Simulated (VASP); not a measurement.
Wanted: the native input for a VASP 6.6.1 run.

- Task: single point
- Functional: PBE
- Potentials or basis: VASP PAW PBE potentials, release 64 (Ba_sv)
- Cutoff: 520 eV
- k mesh: 9 × 9 × 9
- Occupations: fermi-dirac, width 0.1 eV
- Spin: no spin polarisation
- Dipole correction: no
- Further INCAR settings: ALGO = Normal; EDIFF = 1e-06; NBANDS = 11

The structure of Ba lies in POSCAR:

```
Ba
1.0
    4.1063757977      0.0000000000      0.0000000000
    0.0000000000      4.1063757977      0.0000000000
    0.0000000000      0.0000000000      4.1063757977
Ba
1
Direct
    0.0000000000      0.0000000000      0.0000000000
```

This cell differs from its parent crystal: volume scaled by 1.12.

These files were run (other wordings do the same):

INCAR

```
SYSTEM = Ba
ALGO = Normal
EDIFF = 1E-6
ENCUT = 520
GGA = PE
ISIF = 2
ISMEAR = -1
LASPH = .True.
LCHARG = .False.
LREAL = .False.
LWAVE = .False.
NBANDS = 11
NELM = 80
PREC = Accurate
SIGMA = 0.1
```

KPOINTS

```
k-points
0
Gamma
  9 9 9
  0 0 0
```

Potentials or basis: VASP PAW PBE potentials, release 64 (Ba_sv).

Command:

```bash
$ cat potpaw_PBE.64/Ba_sv/POTCAR > POTCAR
$ mpirun -np 1 vasp_std > vasp.out
```

It gave:

- Pressure: -0.6 GPa

Wall time 11 s on 1 thread of Intel(R) Xeon(R) Platinum 8259CL CPU @ 2.50GHz (Skylake/Cascade Lake), on a shared host, peak memory 0.18 GiB.
